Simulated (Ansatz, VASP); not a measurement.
**One calculation of SnSe2, two programs**

```
CELL_PARAMETERS angstrom
6.57713 0.00000 0.00000
0.00000 6.57713 0.00000
0.00000 0.00000 4.01891
ATOMIC_POSITIONS crystal
Sn 0.50000 0.50000 0.50000
Sn 0.00000 0.00000 0.00000
Se 0.19293 0.80707 0.50000
Se 0.80707 0.19293 0.50000
Se 0.30707 0.30707 0.00000
Se 0.69293 0.69293 0.00000
```

Alike in both runs: functional PBE; k mesh 6 × 6 × 10; occupations gaussian, width 0.1 eV; no spin polarisation.

Ansatz relaxed the structure, and its values are those at the end. VASP's run is a single point on that final structure, the one shown.

|  | VASP | Ansatz |
| --- | --- | --- |
| version | VASP 6.6.1 | Ansatz 0.2.0 |
| potentials or method | VASP PAW PBE potentials, release 64 (Sn_d, Se), cutoff 520 eV | scalar-relativistic, plane waves, PAW |
| valence electrons in the cell | 52 | 92 |

|  | VASP | Ansatz | Ansatz less VASP |
| --- | --- | --- | --- |
| gap on the k mesh at the Fermi level (eV) | none | none | - |
| pressure (GPa) | 0.0 | -0.1 | -0.05 |
| rms of the force components (eV/Å) | 0.005 | 0.002 | -0.0031 |

A gap of «none» marks a metal or a gap that the smearing closes. VASP's potentials hold 52 valence electrons a cell and Ansatz's 92, so a difference there can come from the potentials and not from the codes.
